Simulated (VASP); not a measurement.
A run of VASP 6.6.1:

INCAR

```
SYSTEM = PdPt
PREC = Accurate ; ENCUT = 600
EDIFF = 1E-6 ; ISMEAR = -1
SIGMA = 0.05 ; LREAL = .False.
LASPH = .True. ; NELM = 60
ALGO = Normal ; ISIF = 3
LWAVE = .False. ; LCHARG = .False.
GGA = PS ; IBRION = 2
NSW = 80 ; EDIFFG = -0.005
```

The input KPOINTS:

```
Automatic mesh
0
Gamma
  13 13 13
  0 0 0
```

Contents of POSCAR:

```
PdPt
1.0
    1.3834013000      0.7987071100      4.5603668700
   -1.3834013000      0.7987071100      4.5603668700
    0.0000000000     -1.5974142200      4.5603668700
Pd Pt
1 1
Direct
    0.0000000000      0.0000000000      0.0000000000
    0.5000000000      0.5000000000      0.5000000000
```

Potentials or basis: VASP PAW PBE potentials, release 64 (Pd, Pt).

Launch:

```console
$ cat potpaw_PBE.64/Pd/POTCAR potpaw_PBE.64/Pt/POTCAR > POTCAR
$ mpirun -np 1 vasp_std > vasp.out
```

Hardware: 1 thread of Intel(R) Xeon(R) Platinum 8488C (Sapphire Rapids) (shared host).

Problem. Estimate the wall time of this run.

Solution. Run time: 9.1 min on 1 thread of Intel(R) Xeon(R) Platinum 8488C (Sapphire Rapids), with other jobs on the host, peak memory 0.37 GiB. Counts: scf iterations 47, k points 231, ion steps 6.
